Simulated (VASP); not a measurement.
# Ta (P6_3/mmc) in VASP: a series of runs

The runs below take Ta through single point, with PBEsol.

Program: VASP 6.6.1. These are calculated values, not measurements. Logs are shortened: lines on timing, memory, paths and dates and some standing lists are left out, and cuts for length are marked.

## 1. The cell of the first run

It takes space group P6_3/mmc (No. 194, hexagonal). Conventional cell: a = 2.841 Å, b = 2.841 Å, c = 5.061 Å, α = 90.00°, β = 90.00°, γ = 120.00°. Ta (site symmetry -6m2) has 12 Ta at 2.84 to 3.02 Å within 3.7 Å.

## 2. Single point, PBEsol

INCAR reads:

```
PREC = Accurate
ENCUT = 520
EDIFF = 1E-6
ISMEAR = 1
SIGMA = 0.1
LREAL = F
LASPH = T
NELM = 100
ALGO = Normal
ISIF = 2
LWAVE = F
LCHARG = F
GGA = PS
NBANDS = 18
```

KPOINTS reads:

```
regular mesh
0
Gamma
  11 11 6
```

POSCAR reads:

```
Ta
1.0
    2.8411621621      0.0000000000      0.0000000000
   -1.4205859790      2.4605243879      0.0000000000
    0.0000000000      0.0000000000      5.0608063259
Ta
2
Direct
    0.6666666667      0.3333333333      0.7500000000
    0.3333333333      0.6666666667      0.2500000000
```

Potentials or basis: VASP PAW PBE potentials, release 64 (Ta_pv).

Run with:

```console
> cat potpaw_PBE.64/Ta_pv/POTCAR > POTCAR
> mpirun -np 1 vasp_std > vasp.out
```

OUTCAR:

```text
PREC = Accurate
   ENCUT = 520
   EDIFF = 1E-6
   ISMEAR = 1
   LREAL = F
   LASPH = T
   NELM = 100
   ISIF = 2
   GGA = PS

 ion  position               nearest neighbor table
   1  0.667  0.333  0.750-   2 3.02   2 3.02   2 3.02   2 3.02   2 3.02   2 3.02
   2  0.333  0.667  0.250-   1 3.02   1 3.02   1 3.02   1 3.02   1 3.02   1 3.02

  LATTYP: Found a hexagonal cell.
 ALAT       =     2.8411621621
 C/A-ratio  =     1.7812451515

  Lattice vectors:

 A1 = (   2.8411621621,   0.0000000000,   0.0000000000)
 A2 = (  -1.4205859790,   2.4605243879,   0.0000000000)
 A3 = (   0.0000000000,   0.0000000000,   5.0608063259)

Analysis of symmetry for initial positions (statically):
=====================================================================
 Subroutine PRICEL returns:
 Original cell was already a primitive cell.

 Routine SETGRP: Setting up the symmetry group for a
 hexagonal supercell.

 Subroutine GETGRP returns: Found 24 space group operations
 (whereof 12 operations were pure point group operations)
 out of a pool of 24 trial point group operations.

The static configuration has the point symmetry D_3d.
 The point group associated with its full space group is D_6h.

Analysis of symmetry for dynamics (positions and initial velocities):
=====================================================================
 Subroutine PRICEL returns:
 Original cell was already a primitive cell.

 Routine SETGRP: Setting up the symmetry group for a
 hexagonal supercell.

 Subroutine GETGRP returns: Found 24 space group operations
 (whereof 12 operations were pure point group operations)
 out of a pool of 24 trial point group operations.

The dynamic configuration has the point symmetry D_3d.
 The point group associated with its full space group is D_6h.

 Subroutine INISYM returns: Found 24 space group operations
 (whereof 12 operations are pure point group operations),
 and found     1 'primitive' translations

----------------------------------------------------------------------------------------

                                     Primitive cell

  volume of cell :      35.3788

  direct lattice vectors                    reciprocal lattice vectors
     2.841162162  0.000000000  0.000000000     0.351968646  0.203209416  0.000000000
    -1.420585979  2.460524388  0.000000000     0.000000000  0.406417431  0.000000000
     0.000000000  0.000000000  5.060806326     0.000000000  0.000000000  0.197596971
[... 76 lines left out ...]
   ISTART =      0    job   : 0-new  1-cont  2-samecut
   ICHARG =      2    charge: 1-file 2-atom 10-const
   ISPIN  =      1    spin polarized calculation?
   LNONCOLLINEAR =      F non collinear calculations
   LSORBIT =      F    spin-orbit coupling
   LASPH  =      T    aspherical Exc in radial PAW
   ENCUT  =  520.0 eV  38.22 Ry    6.18 a.u.   5.28  5.28  9.41*2*pi/ulx,y,z
   NELM   =    100;   NELMIN=  2; NELMDL= -5     # of ELM steps
   EDIFF  = 0.1E-05   stopping-criterion for ELM
   LREAL  =      F    real-space projection
   EDIFFG = 0.1E-04   stopping-criterion for IOM
   NSW    =      0    number of steps for IOM
   IBRION =     -1    ionic relax: 0-MD 1-quasi-New 2-CG
   NFREE  =      0    steps in history (QN), initial steepest desc. (CG)
   ISIF   =      2    stress and relaxation
   ISYM   =      2    0-nonsym 1-usesym 2-fastsym
   POTIM  = 0.5000    time-step for ionic-motion
   TEBEG  =    0.0;   TEEND  =   0.0 temperature during run
   PSTRESS=    0.0 pullay stress
   NELECT =      22.0000    total number of electrons
   NUPDOWN=      -1.0000    fix difference up-down
   EMIN   =  10.00;   EMAX   =-10.00  energy-range for DOS
   EFERMI =   0.00;   METHOD = LEGACY
   ISMEAR =     1;   SIGMA  =   0.10  broadening in eV -4-tet -1-fermi 0-gaus
   EFERMI_NEDOS =   21; number of points for ismear=-14 and -15
   IALGO  =     38    algorithm
   IMIX   =      4    mixing-type and parameters
     AMIX     =   0.40;   BMIX     =  1.00
     AMIX_MAG =   1.60;   BMIX_MAG =  1.00
  volume/ion in A,a.u.               =      17.69       119.37
  Fermi-wavevector in a.u.,A,eV,Ry     =   1.397337  2.640585 26.566077  1.952552
  Thomas-Fermi vector in A             =   2.520603
   LORBIT       =      0    0 simple, 1 ext, 2 COOP (PROOUT), +10 PAW based schemes
   GGA     = PS    functional components
   LHFCALC =     F    Hartree Fock is set to
   AEXX    =    0.0000 exact exchange contribution
   IVDW    =     0    specifies the selected vdW correction
   LEPSILON=     F    determine dielectric tensor
   LRPA    =     F    only Hartree local field effects (RPA)
 non-spin polarized calculation
 Methfessel and Paxton  Order N= 1 SIGMA  =   0.10
  energy-cutoff  :      520.00
  volume of cell :       35.38
 maximum number of plane-waves:       968
 NGX is ok and might be reduce to    24
   NGX = 11   NGY = 11   NGZ = 19

 number of electron      21.9999996 magnetization

 Free energy of the ion-electron system (eV)
  ---------------------------------------------------
  ext. energy  EPLUGINS =         0.00000000
  ---------------------------------------------------
  free energy    TOTEN  =       -24.51112383 eV

  energy without entropy =      -24.51135548  energy(sigma->0) =      -24.51120105

 E-fermi :   5.8830     XC(G=0): -12.8091

 val. band max:        5.8724865830   @ k =   0.0909   0.0909   0.1667
 cond. band min:       5.8923262838   @ k =   0.3636  -0.0000   0.0000
 fundamental gap:      0.0198397007
 Fermi energy:         5.8830474963

 k-point     1 :       0.0000    0.0000    0.0000
  band No.  band energies     occupation
      1     -28.6076      2.00000
      2     -27.5985      2.00000
      3     -27.4602      2.00000
      4     -27.4602      2.00000
      5     -27.3598      2.00000
      6     -27.3598      2.00000
[... 481 lines left out ...]
      5     -27.6087      2.00000
      6     -27.5159      2.00000
[... 10 lines left out ...]
     17      11.3847      0.00000
     18      13.4024      0.00000

 [... further k-points ...]
[... 5 lines left out ...]
  --------------------------------------------------------------------------------------
  -------------------------------------------------------------------------------------
  Total        1.2285016      1.2285074      1.0670248     -0.0000024      0.0000000     -0.0000000
  in kB       55.6343349     55.6345962     48.3216401     -0.0001107      0.0000000     -0.0000000
  external PRESSURE =      53.1968570 kB  Pullay stress =       0.0000000 kB

 VOLUME and BASIS-vectors are now :
 -----------------------------------------------------------------------------
  energy-cutoff  :      520.00
  volume of cell :       35.38
      direct lattice vectors                 reciprocal lattice vectors
     2.841162162  0.000000000  0.000000000     0.351968646  0.203209416  0.000000000
    -1.420585979  2.460524388  0.000000000     0.000000000  0.406417431  0.000000000
     0.000000000  0.000000000  5.060806326     0.000000000  0.000000000  0.197596971

 POSITION                                       TOTAL-FORCE (eV/Angst)
 -----------------------------------------------------------------------------------
      1.42058      0.82017      3.79560         0.000000     -0.000000      0.000000
     -0.00000      1.64035      1.26520        -0.000000      0.000000      0.000000
 -----------------------------------------------------------------------------------
    total drift:                                0.000000     -0.000000      0.000000

  FREE ENERGIE OF THE ION-ELECTRON SYSTEM (eV)
  ---------------------------------------------------
  free  energy   TOTEN  =       -24.5111238340 eV

  energy  without entropy=      -24.5113554763  energy(sigma->0) =      -24.51120105
```

stdout:

```text
POSCAR found type information on POSCAR Ta
 POSCAR found :  1 types and       2 ions
 scaLAPACK will be used
 -----------------------------------------------------------------------------
|                                                                             |
|                                                                             |
|     You enforced a specific xc type in the INCAR file but a different       |
|     I HOPE YOU KNOW WHAT YOU ARE DOING!                                     |
|                                                                             |
 -----------------------------------------------------------------------------

 LDA part: xc-table for (Slater+PW92), standard interpolation
 POSCAR, INCAR and KPOINTS ok, starting setup
 FFT: planning ... GRIDC
 FFT: planning ... GRID_SOFT
 FFT: planning ... GRID
 WAVECAR not read
 entering main loop
```

Run time: 37 s. Hardware: 1 thread of AMD EPYC 7R43 (Zen 3), shared host; peak memory 0.14 GiB.

What came out:

```yaml
Free_energy: -24.5111 eV
Pressure: 5.3 GPa
Band_gap_on_the_k_mesh: zero (band 11 reaches 7.52 eV, above the bottom of band 12 at 5.09 eV)
```

Stress tensor (GPa, compression positive):
```
5.56 0.00 0.00
0.00 5.56 0.00
0.00 0.00 4.83
```

Caveat: the PAW data sets were made with another functional, which shifts forces and pressure a little; spin-orbit coupling is left out, which moves the levels of the heavy elements.

## 3. Single point, PBEsol

This run uses another cell than the first one, of 18.07 Å³/atom, 1.021 times its volume.

INCAR reads:

```
PREC     = Accurate       # precision mode
ENCUT    = 520            # plane-wave cutoff, eV
EDIFF    = 1E-7           # SCF threshold, eV
ISMEAR   = 1              # smearing method
SIGMA    = 0.1            # smearing width, eV
LREAL    = F              # projectors in reciprocal space
LASPH    = T              # aspherical terms in the spheres
NELM     = 100            # most SCF steps
ALGO     = Normal         # electronic algorithm
ISIF     = 2              # what is computed and relaxed
LWAVE    = F              # write WAVECAR
LCHARG   = F              # write CHGCAR
GGA      = PS             # functional
NBANDS   = 18             # bands
```

KPOINTS is that of step 2.

POSCAR reads:

```
Ta
1.0
    2.8611710056      0.0000000000      0.0000000000
   -1.4305904352      2.4778525953      0.0000000000
    0.0000000000      0.0000000000      5.0964469813
Ta
2
Direct
    0.6666666667      0.3333333333      0.7500000000
    0.3333333333      0.6666666667      0.2500000000
```

Potentials or basis: VASP PAW PBE potentials, release 64 (Ta_pv).

Run with:

```console
> cat potpaw_PBE.64/Ta_pv/POTCAR > POTCAR
> mpirun -np 1 vasp_std > vasp.out
```

It took 40 s on 1 thread of AMD EPYC 7R43 (Zen 3), shared host; peak memory 0.14 GiB.

It converged, with:

```
Free energy            : -24.5254 eV
Pressure               : 0.7 GPa
Band gap on the k mesh : zero (band 11 reaches 7.26 eV, above the bottom of band 12 at 4.94 eV)
```

Stress tensor (GPa, compression positive):
```
0.79 0.00 0.00
0.00 0.79 0.00
0.00 0.00 0.61
```

Levels at points of the mesh, in eV from the Fermi level:
```tsv
k point	band 8	band 9	band 10	band 11	band 12	band 13	band 14	band 15
(0.00, 0.00, 0.00)	-5.03	-0.61	0.02	0.60	0.60	1.20	1.20	3.08
(0.00, 0.00, 0.50)	-6.43	-1.22	-1.22	0.66	0.66	0.66	0.66	4.61
```

Caveat: the PAW data sets were made with another functional, which shifts forces and pressure a little; spin-orbit coupling is left out, which moves the levels of the heavy elements.

## 4. Single point, PBEsol

This run uses another cell than the first one, of 18.44 Å³/atom, 1.043 times its volume.

INCAR reads:

```
SYSTEM = Ta
PREC = Accurate ; ENCUT = 520
EDIFF = 1E-6 ; ISMEAR = 1
SIGMA = 0.1 ; LREAL = .False.
LASPH = .True. ; NELM = 100
ALGO = Normal ; ISIF = 2
LWAVE = .False. ; LCHARG = .False.
GGA = PS ; NBANDS = 18
```

KPOINTS reads:

```
Automatic mesh
0
Gamma
  11 11 6
  0 0 0
```

POSCAR reads:

```
Ta
1.0
    2.8809038430      0.0000000000      0.0000000000
   -1.4404568879      2.4949417739      0.0000000000
    0.0000000000      0.0000000000      5.1315960022
Ta
2
Direct
    0.6666666667      0.3333333333      0.7500000000
    0.3333333333      0.6666666667      0.2500000000
```

Run with:

```console
> cat potpaw_PBE.64/Ta_pv/POTCAR > POTCAR
> mpirun -np 1 vasp_std > vasp.out
```

Wall time 40 s (1 thread of AMD EPYC 7R43 (Zen 3), shared host); peak memory 0.14 GiB.

Results (log left out):

| Property | Result |
| --- | --- |
| Free energy | -24.5191 eV |
| Pressure | -3.5 GPa |
| Band gap on the k mesh | zero (band 11 reaches 7.02 eV, above the bottom of band 12 at 4.79 eV) |

Stress tensor (GPa, compression positive):
```
-3.60  0.00  0.00
 0.00 -3.60  0.00
 0.00  0.00 -3.20
```

Levels at points of the mesh, in eV from the Fermi level:
```csv
k point,band 9,band 10,band 11,band 12,band 13,band 14
"(0.00, 0.00, 0.00)",-0.59,-0.06,0.60,0.60,1.18,1.18
"(0.00, 0.00, 0.50)",-1.20,-1.20,0.65,0.65,0.65,0.65
```

Caveat: the PAW data sets were made with another functional, which shifts forces and pressure a little; spin-orbit coupling is left out, which moves the levels of the heavy elements.

## 5. Single point, PBEsol

This run uses another cell than the first one, of 18.82 Å³/atom, 1.064 times its volume.

INCAR reads:

```
ALGO = Normal ; EDIFF = 1E-7
ENCUT = 520 ; GGA = PS
ISIF = 2 ; ISMEAR = 1
LASPH = T ; LCHARG = F
LREAL = F ; LWAVE = F
NBANDS = 18 ; NELM = 100
PREC = Accurate ; SIGMA = 0.1
```

KPOINTS reads:

```
k-points
0
Gamma
  11 11 6
```

POSCAR reads:

```
Ta
1.0
    2.9003700000      0.0000000000      0.0000000000
   -1.4501900000      2.5118000000      0.0000000000
    0.0000000000      0.0000000000      5.1662700000
Ta
2
Direct
    0.6666666667      0.3333333333      0.7500000000
    0.3333333333      0.6666666667      0.2500000000
```

Run with:

```console
> cat potpaw_PBE.64/Ta_pv/POTCAR > POTCAR
> mpirun -np 1 vasp_std > vasp.out
```

Run time: 43 s. Hardware: 1 thread of AMD EPYC 7R43 (Zen 3), shared host; peak memory 0.14 GiB.

The run converged. Its results:

| Quantity | Value |
| --- | --- |
| Free energy | -24.4942 eV |
| Pressure | -7.2 GPa |
| Band gap on the k mesh | zero (band 11 reaches 6.78 eV, above the bottom of band 12 at 4.65 eV) |

Stress tensor (GPa, compression positive):
```
-7.47  0.00  0.00
 0.00 -7.47  0.00
 0.00  0.00 -6.61
```

Levels at points of the mesh, in eV from the Fermi level:
```csv
k point,band 8,band 9,band 10,band 11,band 12,band 13,band 14,band 15
"(0.00, 0.00, 0.00)",-4.91,-0.57,-0.12,0.59,0.59,1.15,1.15,2.94
"(0.00, 0.00, 0.50)",-6.36,-1.18,-1.18,0.64,0.64,0.64,0.64,4.38
```

Caveat: the PAW data sets were made with another functional, which shifts forces and pressure a little; spin-orbit coupling is left out, which moves the levels of the heavy elements.

## 6. Single point, PBEsol

This run uses another cell than the first one, of 19.19 Å³/atom, 1.085 times its volume.

INCAR reads:

```
SYSTEM = Ta
ALGO = Normal
EDIFF = 1E-6
ENCUT = 520
GGA = PS
ISIF = 2
ISMEAR = 1
LASPH = .TRUE.
LCHARG = .FALSE.
LREAL = .FALSE.
LWAVE = .FALSE.
NBANDS = 18
NELM = 80
PREC = Accurate
SIGMA = 0.1
```

KPOINTS reads:

```
k-points
0
G
  11 11 6
  0 0 0
```

POSCAR reads:

```
Ta
1.0
    2.9195783081      0.0000000000      0.0000000000
   -1.4597941872      2.5284349219      0.0000000000
    0.0000000000      0.0000000000      5.2004847057
Ta
2
Direct
    0.6666666667      0.3333333333      0.7500000000
    0.3333333333      0.6666666667      0.2500000000
```

Potentials or basis: VASP PAW PBE potentials, release 64 (Ta_pv).

Run with:

```console
> cat potpaw_PBE.64/Ta_pv/POTCAR > POTCAR
> mpirun -np 1 vasp_std > vasp.out
```

Wall time 46 s (1 thread of AMD EPYC 7R43 (Zen 3), shared host); peak memory 0.14 GiB.

It converged, with:

```yaml
Free_energy: -24.4526 eV
Pressure: -10.6 GPa
Band_gap_on_the_k_mesh: zero (band 11 reaches 6.56 eV, above the bottom of band 12 at 4.52 eV)
```

Stress tensor (GPa, compression positive):
```
-10.97   0.00   0.00
  0.00 -10.97   0.00
  0.00   0.00  -9.73
```

Levels at points of the mesh, in eV from the Fermi level:
```csv
k point,band 8,band 9,band 10,band 11,band 12,band 13,band 14,band 15
"(0.00, 0.00, 0.00)",-4.84,-0.55,-0.17,0.59,0.59,1.13,1.13,2.88
"(0.00, 0.00, 0.50)",-6.31,-1.16,-1.16,0.64,0.64,0.64,0.64,4.27
```

Caveat: the PAW data sets were made with another functional, which shifts forces and pressure a little; spin-orbit coupling is left out, which moves the levels of the heavy elements.

## 7. Overview

| cell | gap on the mesh (eV) | pressure (GPa) |
| --- | --- | --- |
| a = 2.841, b = 2.841, c = 5.061 Å, angles 90.0, 90.0, 120.0°, 2 atoms | none | 5.3 |
| a = 2.861, b = 2.861, c = 5.096 Å, angles 90.0, 90.0, 120.0°, 2 atoms | none | 0.7 |
| a = 2.881, b = 2.881, c = 5.132 Å, angles 90.0, 90.0, 120.0°, 2 atoms | none | -3.5 |
| a = 2.900, b = 2.900, c = 5.166 Å, angles 90.0, 90.0, 120.0°, 2 atoms | none | -7.2 |
| a = 2.920, b = 2.920, c = 5.200 Å, angles 90.0, 90.0, 120.0°, 2 atoms | none | -10.6 |

Alike in all rows: task single point; level PBEsol; potentials or basis VASP PAW PBE potentials, release 64 (Ta_pv); no spin polarisation; k mesh 11 × 11 × 6; cutoff (eV) 520; smearing methfessel-paxton 0.1 eV.

Caveats: the PAW data sets were made with another functional, which shifts forces and pressure a little; spin-orbit coupling is left out, which moves the levels of the heavy elements.

Absolute energies hang on the potentials; compare differences alone.
